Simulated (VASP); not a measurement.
# W (Pm-3n) in VASP: single point with PBE

Aim: the single point of W with PBE.

Program: VASP 6.6.1. These are calculated values, not measurements. Logs are shortened: lines on timing, memory, paths and dates and some standing lists are left out, and cuts for length are marked.

## (1) The cell of the first run

The structure is cubic, space group Pm-3n (No. 223). Conventional cell: a = 5.079 Å, b = 5.079 Å, c = 5.079 Å, α = 90.00°, β = 90.00°, γ = 90.00°. Within 3.4 Å of W (site symmetry -4m2) lie 14 W at 2.54 to 3.11 Å. W (site symmetry m-3) has 12 W at 2.84 Å within 3.7 Å.

## (2) Single point, PBE

INCAR

```
SYSTEM = W
ALGO     = Fast           ! electronic algorithm
EDIFF    = 1E-6           ! SCF threshold, eV
ENCUT    = 520            ! plane-wave cutoff, eV
GGA      = PE             ! functional
ISIF     = 2              ! what is computed and relaxed
ISMEAR   = 0              ! smearing method
LASPH    = .TRUE.         ! aspherical terms in the spheres
LCHARG   = .FALSE.        ! write CHGCAR
LREAL    = .FALSE.        ! projectors in reciprocal space
LWAVE    = .FALSE.        ! write WAVECAR
NBANDS   = 66             ! bands
NELM     = 80             ! most SCF steps
PREC     = Accurate       ! precision mode
SIGMA    = 0.1            ! smearing width, eV
```

KPOINTS

```
k-points
0
G
  8 8 8
  0 0 0
```

POSCAR

```
W
1.0
    5.0786333586      0.0000000000      0.0000000000
    0.0000000000      5.0786333586      0.0000000000
    0.0000000000      0.0000000000      5.0786333586
W
8
Direct
    0.2500000000      0.0000000000      0.5000000000
    0.7500000000      0.0000000000      0.5000000000
    0.0000000000      0.5000000000      0.2500000000
    0.0000000000      0.5000000000      0.7500000000
    0.5000000000      0.7500000000      0.0000000000
    0.5000000000      0.2500000000      0.0000000000
    0.0000000000      0.0000000000      0.0000000000
    0.5000000000      0.5000000000      0.5000000000
```

Potentials or basis: VASP PAW PBE potentials, release 64 (W_sv).

Run with:

```
> cat potpaw_PBE.64/W_sv/POTCAR > POTCAR
> mpirun -np 1 vasp_std > vasp.out
```

OUTCAR:

```text
SYSTEM = W
   EDIFF = 1E-6
   ENCUT = 520
   GGA = PE
   ISIF = 2
   ISMEAR = 0
   LASPH = .TRUE.
   LREAL = .FALSE.
   NELM = 80
   PREC = Accurate

 ion  position               nearest neighbor table
   1  0.250  0.000  0.500-   2 2.54   2 2.54   8 2.84   7 2.84   8 2.84   7 2.84   4 3.11   5 3.11
                             6 3.11   5 3.11   3 3.11   4 3.11   6 3.11   3 3.11
   2  0.750  0.000  0.500-   1 2.54   1 2.54   8 2.84   7 2.84   8 2.84   7 2.84   4 3.11   5 3.11
                             6 3.11   5 3.11   3 3.11   4 3.11   6 3.11   3 3.11
   3  0.000  0.500  0.250-   4 2.54   4 2.54   8 2.84   7 2.84   7 2.84   8 2.84   1 3.11   5 3.11
                             1 3.11   2 3.11   6 3.11   5 3.11   6 3.11   2 3.11
   4  0.000  0.500  0.750-   3 2.54   3 2.54   8 2.84   7 2.84   7 2.84   8 2.84   1 3.11   5 3.11
                             1 3.11   2 3.11   6 3.11   5 3.11   6 3.11   2 3.11
   5  0.500  0.750  0.000-   6 2.54   6 2.54   8 2.84   8 2.84   7 2.84   7 2.84   3 3.11   1 3.11
                             2 3.11   4 3.11   1 3.11   3 3.11   4 3.11   2 3.11
   6  0.500  0.250  0.000-   5 2.54   5 2.54   8 2.84   8 2.84   7 2.84   7 2.84   3 3.11   1 3.11
                             2 3.11   4 3.11   1 3.11   3 3.11   4 3.11   2 3.11
   7  0.000  0.000  0.000-   1 2.84   2 2.84   3 2.84   4 2.84   5 2.84   6 2.84   1 2.84   2 2.84
                             3 2.84   4 2.84   5 2.84   6 2.84
   8  0.500  0.500  0.500-   1 2.84   2 2.84   3 2.84   4 2.84   5 2.84   6 2.84   5 2.84   6 2.84
                             1 2.84   2 2.84   3 2.84   4 2.84

  LATTYP: Found a simple cubic cell.
 ALAT       =     5.0786333586

  Lattice vectors:

 A1 = (   5.0786333586,   0.0000000000,   0.0000000000)
 A2 = (   0.0000000000,   5.0786333586,   0.0000000000)
 A3 = (   0.0000000000,   0.0000000000,   5.0786333586)

Analysis of symmetry for initial positions (statically):
=====================================================================
 Subroutine PRICEL returns:
 Original cell was already a primitive cell.

 Routine SETGRP: Setting up the symmetry group for a
 simple cubic supercell.

 Subroutine GETGRP returns: Found 48 space group operations
 (whereof 24 operations were pure point group operations)
 out of a pool of 48 trial point group operations.

The static configuration has the point symmetry T_h .
 The point group associated with its full space group is O_h .

Analysis of symmetry for dynamics (positions and initial velocities):
=====================================================================
 Subroutine PRICEL returns:
 Original cell was already a primitive cell.

 Routine SETGRP: Setting up the symmetry group for a
 simple cubic supercell.

 Subroutine GETGRP returns: Found 48 space group operations
 (whereof 24 operations were pure point group operations)
[... 122 lines left out ...]
   ISYM   =      2    0-nonsym 1-usesym 2-fastsym
   POTIM  = 0.5000    time-step for ionic-motion
   TEBEG  =    0.0;   TEEND  =   0.0 temperature during run
   PSTRESS=    0.0 pullay stress
   NELECT =     112.0000    total number of electrons
   NUPDOWN=      -1.0000    fix difference up-down
   EMIN   =  10.00;   EMAX   =-10.00  energy-range for DOS
   EFERMI =   0.00;   METHOD = LEGACY
   ISMEAR =     0;   SIGMA  =   0.10  broadening in eV -4-tet -1-fermi 0-gaus
   EFERMI_NEDOS =   21; number of points for ismear=-14 and -15
   IALGO  =     68    algorithm
   IMIX   =      4    mixing-type and parameters
     AMIX     =   0.40;   BMIX     =  1.00
     AMIX_MAG =   1.60;   BMIX_MAG =  1.00
  volume/ion in A,a.u.               =      16.37       110.50
  Fermi-wavevector in a.u.,A,eV,Ry     =   1.553820  2.936294 32.849306  2.414356
  Thomas-Fermi vector in A             =   2.657995
   LORBIT       =      0    0 simple, 1 ext, 2 COOP (PROOUT), +10 PAW based schemes
   GGA     = PE    functional components
   LHFCALC =     F    Hartree Fock is set to
   AEXX    =    0.0000 exact exchange contribution
   IVDW    =     0    specifies the selected vdW correction
   LEPSILON=     F    determine dielectric tensor
   LRPA    =     F    only Hartree local field effects (RPA)
 non-spin polarized calculation
 RMM-DIIS sequential band-by-band and
 Gauss-broadening in eV      SIGMA  =   0.10
  energy-cutoff  :      520.00
  volume of cell :      130.99
 maximum number of plane-waves:      3575
 NGX is ok and might be reduce to    40
   NGX = 19   NGY = 19   NGZ = 19

 number of electron     111.9999984 magnetization

 Free energy of the ion-electron system (eV)
  ---------------------------------------------------
  ext. energy  EPLUGINS =         0.00000000
  ---------------------------------------------------
  free energy    TOTEN  =      -102.92547074 eV

  energy without entropy =     -102.91539602  energy(sigma->0) =     -102.92043338

 E-fermi :  10.7695     XC(G=0): -13.4437

 val. band max:       10.6997326691   @ k =   0.3750   0.3750   0.1250
 cond. band min:      10.7934677518   @ k =   0.1250   0.1250   0.0000
 fundamental gap:      0.0937350827
 Fermi energy:        10.7695380703

 k-point     1 :       0.0000    0.0000    0.0000
  band No.  band energies     occupation
      1     -63.2990      2.00000
      2     -63.2557      2.00000
      3     -63.2557      2.00000
      4     -63.1211      2.00000
      5     -63.1211      2.00000
      6     -63.1211      2.00000
[... 1645 lines left out ...]
     65      13.1746      0.00000
     66      13.5218      0.00000

 [... further k-points ...]
[... 5 lines left out ...]
  --------------------------------------------------------------------------------------
  -------------------------------------------------------------------------------------
  Total        0.4666196      0.4666196      0.4666196     -0.0000000     -0.0000000     -0.0000000
  in kB        5.7073305      5.7073305      5.7073305     -0.0000000     -0.0000000     -0.0000000
  external PRESSURE =       5.7073305 kB  Pullay stress =       0.0000000 kB

 VOLUME and BASIS-vectors are now :
 -----------------------------------------------------------------------------
  energy-cutoff  :      520.00
  volume of cell :      130.99
      direct lattice vectors                 reciprocal lattice vectors
     5.078633359  0.000000000  0.000000000     0.196903365  0.000000000  0.000000000
     0.000000000  5.078633359  0.000000000     0.000000000  0.196903365  0.000000000
     0.000000000  0.000000000  5.078633359     0.000000000  0.000000000  0.196903365

 POSITION                                       TOTAL-FORCE (eV/Angst)
 -----------------------------------------------------------------------------------
      1.26966      0.00000      2.53932        -0.000000      0.000000      0.000000
      3.80898      0.00000      2.53932         0.000000     -0.000000     -0.000000
      0.00000      2.53932      1.26966        -0.000000     -0.000000     -0.000000
      0.00000      2.53932      3.80898         0.000000     -0.000000      0.000000
      2.53932      3.80898      0.00000         0.000000     -0.000000     -0.000000
      2.53932      1.26966      0.00000        -0.000000      0.000000     -0.000000
      0.00000      0.00000      0.00000         0.000000      0.000000     -0.000000
      2.53932      2.53932      2.53932         0.000000      0.000000     -0.000000
 -----------------------------------------------------------------------------------
    total drift:                                0.000000     -0.000000      0.000000

  FREE ENERGIE OF THE ION-ELECTRON SYSTEM (eV)
  ---------------------------------------------------
  free  energy   TOTEN  =      -102.9254707401 eV

  energy  without entropy=     -102.9153960198  energy(sigma->0) =     -102.92043338
```

OSZICAR:

```text
N       E                     dE             d eps       ncg     rms          rms(c)
DAV:   1     0.160949740497E+04    0.16095E+04   -0.63445E+04  4620   0.201E+03
DAV:   2     0.131647538804E+02   -0.15963E+04   -0.15598E+04  4636   0.660E+02
DAV:   3    -0.102438643506E+03   -0.11560E+03   -0.10778E+03  5292   0.157E+02
DAV:   4    -0.107856362647E+03   -0.54177E+01   -0.51742E+01  5504   0.288E+01
DAV:   5    -0.108021335472E+03   -0.16497E+00   -0.16388E+00  5512   0.485E+00    0.568E+01
RMM:   6    -0.103976845077E+03    0.40445E+01   -0.55401E+00  4811   0.115E+01    0.234E+01
RMM:   7    -0.102895326861E+03    0.10815E+01   -0.47490E+00  5018   0.992E+00    0.213E+00
RMM:   8    -0.102928594195E+03   -0.33267E-01   -0.66249E-01  6195   0.261E+00    0.115E+00
RMM:   9    -0.102923853307E+03    0.47409E-02   -0.90318E-02  6126   0.118E+00    0.347E-01
RMM:  10    -0.102925201567E+03   -0.13483E-02   -0.24441E-02  6528   0.561E-01    0.713E-02
RMM:  11    -0.102925444971E+03   -0.24340E-03   -0.34724E-03  6577   0.237E-01    0.564E-02
RMM:  12    -0.102925466693E+03   -0.21723E-04   -0.57917E-04  6603   0.110E-01    0.161E-02
RMM:  13    -0.102925470100E+03   -0.34064E-05   -0.11988E-04  6634   0.476E-02    0.803E-03
RMM:  14    -0.102925470709E+03   -0.60874E-06   -0.27711E-05  5565   0.228E-02    0.240E-03
RMM:  15    -0.102925470740E+03   -0.31510E-07   -0.73997E-06  4357   0.113E-02
   1 F= -.10292547E+03 E0= -.10292043E+03  d E =-.100747E-01
```

Wall time 4.6 min (1 thread of Intel Xeon Platinum 8259CL at 2.50GHz (Skylake/Cascade Lake), shared host); peak memory 0.36 GiB.

Results:

```yaml
Free_energy: -102.9255 eV
Pressure: 0.6 GPa
Band_gap_on_the_k_mesh: zero (bands 56 and 57 overlap by 0.81 eV)
```

Caveat: spin-orbit coupling is left out, which moves the levels of the heavy elements.

The gap in the log of VASP goes by the Fermi energy; the results here count the filled bands.